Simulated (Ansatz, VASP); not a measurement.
**W: VASP beside Ansatz**

```xyz
1
Lattice="0.0000 2.0300 2.0503 2.0300 0.0000 2.0503 2.0300 2.0300 0.0000" Properties=species:S:1:pos:R:3 pbc="T T T"
W     0.0000    0.0000    0.0000
```

Change from the starting cell: strain +0.0100 x Voigt [0, 0, 1, 0, 0, 0], atoms carried along.

Alike in both runs: task single point; functional PBEsol; k mesh 20 × 20 × 20; occupations gaussian, width 0.15 eV; no spin polarisation.

```csv
,VASP,Ansatz
version,VASP 6.6.1,Ansatz 0.2.0
potentials or method,"VASP PAW PBE potentials, release 64 (W_sv), cutoff 520 eV","scalar-relativistic, plane waves, PAW"
valence electrons in the cell,14,14
```

|  | VASP | Ansatz | Ansatz less VASP |
| --- | --- | --- | --- |
| gap on the k mesh at the Fermi level (eV) | none | none | - |
| pressure (GPa) | -14.6 | -15.0 | -0.40 |
| traceless stress, the component that is largest in VASP (GPa) | 2.14 | 2.13 | -0.018 |

VASP's potentials were made for PBE, not for PBEsol. A gap of «none» marks a metal or a gap that the smearing closes.

Spin-orbit coupling is off throughout.
